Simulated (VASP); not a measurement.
A run of VASP 6.6.1:

The input INCAR:

```
SYSTEM = HfMoC2
  PREC = Accurate
  ENCUT = 520
  EDIFF = 1E-6
  ISMEAR = -1
  SIGMA = 0.05
  LREAL = .False.
  LASPH = .True.
  NELM = 150
  ALGO = Normal
  ISIF = 2
  LWAVE = .False.
  LCHARG = .False.
  LMAXMIX = 4
  LDAU = .True.
  LDAUTYPE = 2
  LDAUL = 2 2 -1
  LDAUU = 4 4 0
  LDAUJ = 0 0 0
  LDAUPRINT = 1
  GGA = PS
  NBANDS = 24
```

The input KPOINTS:

```
regular mesh
0
Gamma
  8 8 6
  0 0 0
```

Contents of POSCAR:

```
HfMoC2
1.0
    3.1804677126      0.0000000000      0.0000000000
    0.0000000000      3.1804677126      0.0000000000
    0.0000000000      0.0000000000      4.4393642005
Hf Mo C
1 1 2
Direct
    0.0000000000      0.0000000000      0.0000000000
    0.5000000000      0.5000000000      0.5000000000
    0.5000000000      0.5000000000      0.0000000000
    0.0000000000      0.0000000000      0.5000000000
```

Potentials or basis: VASP PAW PBE potentials, release 64 (Hf_pv, Mo_sv, C).

Command:

```sh
$ cat potpaw_PBE.64/Hf_pv/POTCAR potpaw_PBE.64/Mo_sv/POTCAR potpaw_PBE.64/C/POTCAR > POTCAR
$ mpirun -np 1 vasp_std > vasp.out
```

Hardware: 1 thread of Intel Xeon 8259CL, with other jobs on the host.

Q: How long does it take, and how much memory?

A: Run time: 80 s on 1 thread of Intel Xeon 8259CL, on a shared host, peak memory 0.2 GiB. Counts: scf iterations 15, k points 60.
